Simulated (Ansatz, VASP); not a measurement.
Zr3Ti: VASP beside Ansatz

```xyz
4
Lattice="4.4331 0.0000 0.0000 0.0000 4.4331 0.0000 0.0000 0.0000 4.4331" Properties=species:S:1:pos:R:3 pbc="T T T"
Zr    0.0000    2.2166    2.2166
Zr    2.2166    0.0000    2.2166
Zr    2.2166    2.2166    0.0000
Ti    0.0000    0.0000    0.0000
```

Alike in both runs: task relaxation of cell and atoms; functional PBE; k mesh 10 × 10 × 10; occupations gaussian, width 0.1 eV; no spin polarisation.

```csv
,VASP,Ansatz
version,VASP 6.6.1,Ansatz 0.2.0
potentials or method,"VASP PAW PBE potentials, release 64 (Zr_sv, Ti_sv), cutoff 600 eV","scalar-relativistic, plane waves, PAW"
valence electrons in the cell,48,48
```

```tsv
	VASP	Ansatz	Ansatz less VASP
gap on the k mesh at the Fermi level, each at its own relaxed structure (eV)	none	none	-
relaxed volume (Å³/atom)	21.78	21.78	0.000
relaxed length of the cell vector where the two differ most in proportion (Å)	4.433	4.433	0.0000
```

A gap of «none» marks a metal or a gap that the smearing closes.

Noted on VASP's run: the relaxation stopped at its first step, so nothing moved; too few bands were computed for a metal, which touches its energy and stress.
